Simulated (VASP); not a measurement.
Write the native input for VASP 6.6.1 that does the following.

```
Task                   : single point
Functional             : PBE
Potentials or basis    : VASP PAW PBE potentials, release 64 (Sn_d, Te)
Cutoff                 : 500 eV
k mesh                 : 4 × 4 × 4
Occupations            : gaussian, width 0.01 eV
Spin                   : no spin polarisation
Dipole correction      : no
Further INCAR settings : ALGO = Normal; EDIFF = 1e-06; NBANDS = 17
```

The structure of SnTe lies in POSCAR:

```
SnTe
1.0
    0.0000000000      3.6111460000      3.6111460000
    3.6111460000      0.0000000000      3.6111460000
    3.6111460000      3.6111460000      0.0000000000
Sn Te
1 1
Direct
    0.0000000000      0.0000000000      0.0000000000
    0.7500000000      0.7500000000      0.7500000000
```

The input as run:

INCAR

```
SYSTEM = SnTe
  PREC = Accurate
  ENCUT = 500
  EDIFF = 1E-6
  ISMEAR = 0
  SIGMA = 0.01
  LREAL = .FALSE.
  LASPH = .TRUE.
  NELM = 120
  ALGO = Normal
  ISIF = 2
  LWAVE = .FALSE.
  LCHARG = .TRUE.
  GGA = PE
  LELF = .TRUE.
  LVHAR = .TRUE.
  NBANDS = 17
  GGA_COMPAT = .FALSE.
```

KPOINTS

```
Automatic mesh
0
G
  4 4 4
  0 0 0
```

Potentials or basis: VASP PAW PBE potentials, release 64 (Sn_d, Te).

Run with:

```sh
$ cat potpaw_PBE.64/Sn_d/POTCAR potpaw_PBE.64/Te/POTCAR > POTCAR
$ mpirun -np 1 vasp_std > vasp.out
```

Results of the run:

* Pressure: -0.1 GPa
* Band gap on the k mesh: 0.09 eV, indirect (least direct gap 0.80 eV)

Caveat: spin-orbit coupling is left out, which moves the levels of the heavy elements.

Wall time 23 s on 1 thread of Intel(R) Xeon(R) 6975P-C (Granite Rapids) (shared host), peak memory 0.23 GiB.
